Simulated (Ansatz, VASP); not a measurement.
# Mg in VASP and in Ansatz

Contents of INCAR:

```
SYSTEM = Mg
ALGO = Normal
EDIFF = 1E-8
ENCUT = 520
GGA = CA
ISIF = 2
ISMEAR = -1
LASPH = .True.
LCHARG = .False.
LEFG = .True.
LREAL = .False.
LWAVE = .False.
NBANDS = 7
NELM = 60
PREC = Accurate
SIGMA = 0.03
```

File KPOINTS:

```
k-points
0
Gamma
  19 19 19
  0 0 0
```

The input POSCAR:

```
Mg
1.0
   -1.4862784307      1.4862784307      1.4862784307
    1.4862784307     -1.4862784307      1.4862784307
    1.4862784307      1.4862784307     -1.4862784307
Mg
1
Direct
    0.0000000000      0.0000000000      0.0000000000
```

Input for Ansatz:

```yaml
crystal:
  lattice:
    - [-1.4862784307, 1.4862784307, 1.4862784307]
    - [1.4862784307, -1.4862784307, 1.4862784307]
    - [1.4862784307, 1.4862784307, -1.4862784307]
  atoms:
    - { symbol: Mg, position: [0.0, 0.0, 0.0] }
kpoints:
  mp_grid: { grid: [19, 19, 19] }
scf:
  occupations: { method: fermi_dirac, width: 0.03 }
hamiltonian:
  xc: lda
  pseudopotentials: { kind: all_electron, datasets: crystal }
output:
  forces: true
  stress: true
  eigenvalues: true
  efg: { contact_densities: true }
```

Change from the starting cell: volume scaled by 1.02, crystal datasets.

Alike in both runs: task electric field gradients; functional LDA; k mesh 19 × 19 × 19; occupations fermi-dirac, width 0.03 eV; no spin polarisation.

|  | VASP | Ansatz |
| --- | --- | --- |
| version | VASP 6.6.1 | Ansatz 0.2.0 |
| potentials or method | VASP PAW LDA potentials, release 64 (Mg), cutoff 520 eV | all-electron PAW with datasets made for the crystal, scalar-relativistic |

|  | VASP | Ansatz | Ansatz less VASP |
| --- | --- | --- | --- |
| pressure (GPa) | 51.7 | 51.4 | -0.25 |

LDA's correlation is that of Perdew and Zunger in VASP and of Perdew and Wang (1992) in Ansatz. Both programs put the cell under a high pressure, so it lies far from rest at this level. Ansatz ran all-electron here, and VASP with PAW potentials.
